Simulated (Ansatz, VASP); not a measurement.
**Ru in VASP and in Ansatz**

```xyz
2
Lattice="0.0000 2.7066 2.7066 2.7066 0.0000 2.7066 2.7066 2.7066 0.0000" Properties=species:S:1:pos:R:3 pbc="T T T"
Ru    0.6766    0.6766    0.6766
Ru    4.7365    4.7365    4.7365
```

Alike in both runs: functional r2SCAN; k mesh 10 × 10 × 10; occupations fermi-dirac, width 0.05 eV; collinear spin.

Ansatz relaxed the structure, and its values are those at the end. VASP's run is a single point on that final structure, the one shown.

```csv
,VASP,Ansatz
version,VASP 6.6.1,Ansatz 0.2.0
potentials or method,"VASP PAW PBE potentials, release 64 (Ru_pv), cutoff 520 eV","plane waves (500 eV) with PAW, scalar-relativistic"
valence electrons in the cell,28,32
```

VASP gave:

* pressure (GPa): 0.8
* net moment per atom (μB): 0.00

Problem. Estimate Ansatz's values.

Solution. Pressure (GPa): 0.0; net moment per atom (μB): 0.00.

VASP's potentials were made for PBE, not for r2SCAN. The functional is the same, so the differences come from potentials, cutoffs and numerics. VASP's potentials hold 28 valence electrons a cell and Ansatz's 32, so a difference there can come from the potentials and not from the codes. Ansatz's warnings: seeded moment not kept.
